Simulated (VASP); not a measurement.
Si4HO7 (a cell with a defect), 12 atoms in the cell. The cell holds a defect, 12 atoms: a = 4.194 Å, b = 4.194 Å, c = 5.357 Å, α = 90.00°, β = 90.00°, γ = 90.00°. 

```yaml
Program: VASP 6.6.1
Task: single point
Functional: PBEsol
Potentials_or_basis: VASP PAW PBE potentials, release 64 (Si, O, H)
Cutoff: 520 eV
k_mesh: 1 × 1 × 2
Occupations: fermi-dirac, width 0.05 eV
Spin: collinear spin
Starting_moments: "[0.2, 0.2, 0.2, 0.2, 0.2, 0.2, 0.2, 0.2, 0.0, 0.2, 0.0, 0.2] μB"
Dipole_correction: no
Charge: 1
Further_INCAR_settings: ALGO = Normal; EDIFF = 1e-06; NBANDS = 46; NELECT = 58.0
```

Potentials or basis: VASP PAW PBE potentials, release 64 (Si, O, H).

Command:

```console
$ cat potpaw_PBE.64/Si/POTCAR potpaw_PBE.64/O/POTCAR potpaw_PBE.64/H/POTCAR > POTCAR
$ mpirun -np 1 vasp_std > vasp.out
```

Hardware: 1 thread of Intel(R) Xeon(R) 6975P-C (Granite Rapids) (shared host).

Q: Estimate the wall time of this run.

A: It took 14 s on 1 thread of Intel(R) Xeon(R) 6975P-C (Granite Rapids) (shared host), peak memory 0.21 GiB. Counts: scf iterations 14, k points 2.
